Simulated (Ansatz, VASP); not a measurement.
One calculation of Sc, two programs

File INCAR:

```
SYSTEM = Sc
PREC     = Accurate       ! precision mode
ENCUT    = 520            ! plane-wave cutoff, eV
EDIFF    = 1E-8           ! SCF threshold, eV
ISMEAR   = -1             ! smearing method
SIGMA    = 0.08           ! smearing width, eV
LREAL    = .False.        ! projectors in reciprocal space
LASPH    = .True.         ! aspherical terms in the spheres
NELM     = 80             ! most SCF steps
ALGO     = Normal         ! electronic algorithm
ISIF     = 2              ! what is computed and relaxed
LWAVE    = .False.        ! write WAVECAR
LCHARG   = .False.        ! write CHGCAR
LEFG     = .True.       
NBANDS   = 12             ! bands
```

Contents of KPOINTS:

```
regular mesh
0
Gamma
  13 13 13
  0 0 0
```

POSCAR

```
Sc
1.0
    0.0000000000      2.3268462047      2.3268462047
    2.3268462047      0.0000000000      2.3268462047
    2.3268462047      2.3268462047      0.0000000000
Sc
1
Direct
    0.0000000000      0.0000000000      0.0000000000
```

Input for Ansatz:

```yaml
crystal:
  lattice:
    - [0.0, 2.3268462047, 2.3268462047]
    - [2.3268462047, 0.0, 2.3268462047]
    - [2.3268462047, 2.3268462047, 0.0]
  atoms:
    - { symbol: Sc, position: [0.0, 0.0, 0.0] }
kpoints:
  mp_grid: { grid: [13, 13, 13] }
  band_path:
    path:
      - [0.0, 0.0, 0.0]
      - [0.5, 0.0, 0.5]
      - [0.625, 0.25, 0.625]
      - [0.375, 0.375, 0.75]
      - [0.0, 0.0, 0.0]
      - [0.5, 0.5, 0.5]
      - [0.5, 0.25, 0.75]
      - [0.5, 0.0, 0.5]
    npoints: 8
scf:
  occupations: { method: fermi_dirac, width: 0.08 }
hamiltonian:
  xc: lda
  pseudopotentials: { kind: paw }
output:
  forces: true
  stress: true
  eigenvalues: true
  efg: { contact_densities: true }
  populations: true
  bader: true
  dos: { projected: true, de: 0.2, e_range: [-14, 8] }
```

Alike in both runs: task electric field gradients; functional LDA; k mesh 13 × 13 × 13; occupations fermi-dirac, width 0.08 eV; no spin polarisation.

|  | VASP | Ansatz |
| --- | --- | --- |
| version | VASP 6.6.1 | Ansatz 0.2.0 |
| potentials or method | VASP PAW LDA potentials, release 64 (Sc_sv) | PAW with Ansatz's default frozen-core files, scalar-relativistic |
| plane-wave cutoff (eV) | 520 | 420 |
| valence electrons in the cell | 11 | 11 |

```csv
,VASP,Ansatz,Ansatz less VASP
pressure (GPa),-5.6,-5.6,-0.03
```

LDA's correlation is that of Perdew and Zunger in VASP and of Perdew and Wang (1992) in Ansatz.
